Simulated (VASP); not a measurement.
# RbBr: single point with PBE

Crystal: RbBr.

```
Rb Br
1.0
     0.00000    3.46083    3.46083
     3.46083    0.00000    3.46083
     3.46083    3.46083    0.00000
Rb Br
1 1
Direct
  0.00000 0.00000 0.00000
  0.50000 0.50000 0.50000
```

* Program: VASP 6.6.1
* Task: single point
* Functional: PBE
* Potentials or basis: VASP PAW PBE potentials, release 64 (Rb_sv, Br)
* Cutoff: 520 eV
* k mesh: 6 × 6 × 6
* Occupations: gaussian, width 0.01 eV
* Spin: no spin polarisation

```
Pressure               : 0.6 GPa
Band gap on the k mesh : 4.29 eV
```

Levels at points of the mesh, in eV from the valence-band top:
| k point | band 5 | band 6 | band 7 | band 8 | band 9 | band 10 | band 11 | band 12 |
| --- | --- | --- | --- | --- | --- | --- | --- | --- |
| (0.00, 0.00, 0.00) | -8.55 | 0.00 | 0.00 | 0.00 | 4.29 | 7.27 | 7.27 | 7.27 |
| (0.50, 0.00, 0.00) | -8.51 | -0.94 | -0.33 | -0.33 | 6.74 | 7.61 | 9.40 | 9.40 |
| (0.50, 0.50, 0.00) | -8.62 | -0.47 | -0.16 | -0.16 | 5.64 | 7.02 | 9.05 | 9.15 |

It took 23 s on 1 thread of Intel Xeon 8259CL (shared host), peak memory 0.21 GiB.
